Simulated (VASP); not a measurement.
BN:

```
B N
1.0
     7.46503    0.00000    0.00000
    -3.73252    6.46491    0.00000
     0.00000    0.00000    6.49548
B N
18 18
Direct
  0.11120 0.22214 0.25000
  0.22214 0.11120 0.75000
  0.11120 0.55547 0.25000
  0.22214 0.44453 0.75000
  0.11120 0.88880 0.25000
  0.22214 0.77786 0.75000
  0.44453 0.22214 0.25000
  0.55547 0.11120 0.75000
  0.44453 0.55547 0.25000
  0.55547 0.44453 0.75000
  0.44453 0.88880 0.25000
  0.55547 0.77786 0.75000
  0.77786 0.22214 0.25000
  0.88880 0.11120 0.75000
  0.77786 0.55547 0.25000
  0.88880 0.44453 0.75000
  0.77786 0.88880 0.25000
  0.88880 0.77786 0.75000
  0.11141 0.22193 0.75000
  0.22193 0.11141 0.25000
  0.11141 0.55526 0.75000
  0.22193 0.44474 0.25000
  0.11141 0.88859 0.75000
  0.22193 0.77807 0.25000
  0.44474 0.22193 0.75000
  0.55526 0.11141 0.25000
  0.44474 0.55526 0.75000
  0.55526 0.44474 0.25000
  0.44474 0.88859 0.75000
  0.55526 0.77807 0.25000
  0.77807 0.22193 0.75000
  0.88859 0.11141 0.25000
  0.77807 0.55526 0.75000
  0.88859 0.44474 0.25000
  0.77807 0.88859 0.75000
  0.88859 0.77807 0.25000
```

Base run:

| Quantity | Value |
| --- | --- |
| Program | VASP 6.6.1 |
| Functional | PBE |
| Potentials or basis | VASP PAW PBE potentials, release 64 (B, N) |
| Cutoff | 520 eV |
| k mesh | 1 × 1 × 1, shifted |
| Occupations | gaussian, width 0.01 eV |
| Spin | no spin polarisation |

Its results: band gap on the k mesh 4.80 eV; pressure 8.8 GPa; largest force 0.216 eV/Å.

Problem. The run is repeated on the same cell with these changes: k mesh from 1 × 1 × 1, shifted to 2 × 2 × 2, shifted; occupations from gaussian, width 0.01 eV to fermi-dirac, width 0.01 eV. What comes out?

Solution. Band gap on the k mesh 4.62 eV; pressure 8.6 GPa; largest force 0.217 eV/Å.

Caveats: a shifted mesh leaves out Γ, where band edges can lie; this functional lacks dispersion, which binds layers or chains, so the pressure and a relaxed spacing across them are unreliable; the stress differs along the axes, from 4 to 12 GPa (at least some runs); the stress differs along the axes, from 4 to 11 GPa (at least some runs).

A k mesh can miss the band edges.
